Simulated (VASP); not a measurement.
MoS2: single point with r2SCAN

The system is MoS2.

```
CELL_PARAMETERS angstrom
1.58550 0.91539 6.11500
-1.58550 0.91539 6.11500
0.00000 -1.83078 6.11500
ATOMIC_POSITIONS crystal
Mo 0.00000 0.00000 0.00000
S 0.75000 0.75000 0.75000
S 0.25000 0.25000 0.25000
```

```json
{"Program": "VASP 6.6.1", "Task": "single point", "Functional": "r2SCAN", "Potentials or basis": "VASP PAW PBE potentials, release 64 (Mo_sv, S)", "Cutoff": "520 eV", "k mesh": "12 × 12 × 12", "Occupations": "gaussian, width 0.05 eV", "Spin": "no spin polarisation"}
```

| Quantity | Value |
| --- | --- |
| Pressure | 7.0 GPa |
| Largest force | 0.809 eV/Å |
| Band gap on the k mesh | zero (bands 13 and 14 overlap by 0.93 eV) |

Forces on the atoms (eV/Å):
```
Mo   0.000  0.000  0.000
S    0.000  0.000  0.809
S    0.000  0.000 -0.809
```

Stress tensor (GPa, compression positive):
```
6.49 0.00 0.00
0.00 6.49 0.00
0.00 0.00 8.15
```

Levels at points of the mesh, in eV from the Fermi level:
```csv
k point,band 10,band 11,band 12,band 13,band 14,band 15,band 16,band 17
"(0.00, 0.00, 0.00)",-1.97,-1.25,-1.09,-1.09,-0.36,-0.36,3.53,3.53
"(0.50, 0.00, 0.00)",-4.63,-3.08,-2.01,-1.78,1.10,2.07,3.55,4.43
"(0.50, 0.50, 0.00)",-4.56,-3.11,-2.32,-2.00,1.10,1.86,4.01,5.13
"(0.50, 0.50, 0.50)",-4.12,-1.08,-1.08,-0.47,-0.47,-0.06,3.65,3.65
```

Wall time 30 min on 1 thread of Intel Xeon 8259CL, on a shared host, peak memory 0.47 GiB.

Caveat: the cell stands under pressure; the PAW data sets were made with another functional, which shifts forces and pressure a little.
